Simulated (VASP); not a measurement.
A run of VASP 6.6.1 is set up as follows.

The input INCAR:

```
SYSTEM = C18Se
PREC = Accurate
ENCUT = 520
EDIFF = 1E-6
ISMEAR = -1
SIGMA = 0.05
LREAL = Auto
LASPH = .True.
NELM = 80
ALGO = Normal
ISIF = 2
LWAVE = .False.
LCHARG = .False.
GGA = PE
IVDW = 12
NBANDS = 54
```

KPOINTS

```
Automatic mesh
0
Gamma
  2 2 1
  0 0 0
```

Contents of POSCAR:

```
C18Se
1.0
    7.3980000000      0.0000000000      0.0000000000
   -3.6990000000      6.4068560000      0.0000000000
    0.0000000000      0.0000000000     11.0000000000
C Se
18 1
Direct
    0.0012167402      0.0038261573      0.0906306512
    0.2255047819      0.1194835963      0.1118531481
    0.0049425766      0.3399854502      0.0850425720
    0.2278314404      0.4520270051      0.0853551984
    0.0064319025      0.6731213516      0.0833040790
    0.2243741976      0.7805563054      0.0905430276
    0.3401378484      0.0048167094      0.1118768647
    0.5643923195      0.1205533938      0.0904917600
    0.3411223269      0.3437402834      0.0905708091
    0.5590699491      0.4512159974      0.0834185615
    0.3376287592      0.6722729476      0.0853884025
    0.5605511848      0.7843593115      0.0852505495
    0.6726495328      0.0072938324      0.0853878973
    0.8928959322      0.1170869756      0.0853846400
    0.6718301082      0.3385033143      0.0832791070
    0.8946407051      0.4502880298      0.0809894859
    0.6708666403      0.6740390674      0.0812457604
    0.8936893003      0.7858607894      0.0834190954
    0.2833370540      0.0617810821      0.2938412904
```

Potentials or basis: VASP PAW PBE potentials, release 64 (C, Se).

Launch:

```sh
$ cat potpaw_PBE.64/C/POTCAR potpaw_PBE.64/Se/POTCAR > POTCAR
$ mpirun -np 1 vasp_std > vasp.out
```

Task: What does it give for the largest force?

Result: 0.038 eV/Å.

Task: Predict the band gap on the k mesh.

Result: 0.27 eV.

Task: Estimate the dispersion energy per atom.

Result: -0.097 eV.

Forces in eV/Å, atoms in the order of the input:
```
C   -0.017 -0.001 -0.004
C    0.005 -0.007 -0.011
C   -0.002 -0.001 -0.001
C    0.008 -0.008  0.003
C   -0.015 -0.008  0.003
C    0.011 -0.014 -0.009
C   -0.011  0.008 -0.014
C    0.014  0.000  0.001
C   -0.009  0.009  0.003
C    0.014  0.002 -0.003
C    0.009  0.006  0.002
C    0.002  0.008 -0.002
C    0.006 -0.006  0.002
C    0.004  0.000  0.004
C   -0.001  0.003  0.004
C   -0.004  0.009 -0.001
C   -0.001  0.006 -0.014
C   -0.001 -0.014  0.002
Se  -0.011  0.007  0.036
```

Caveat: the k points lie up to 0.49 Å⁻¹ apart; there is no dipole correction, which matters where the two faces differ.
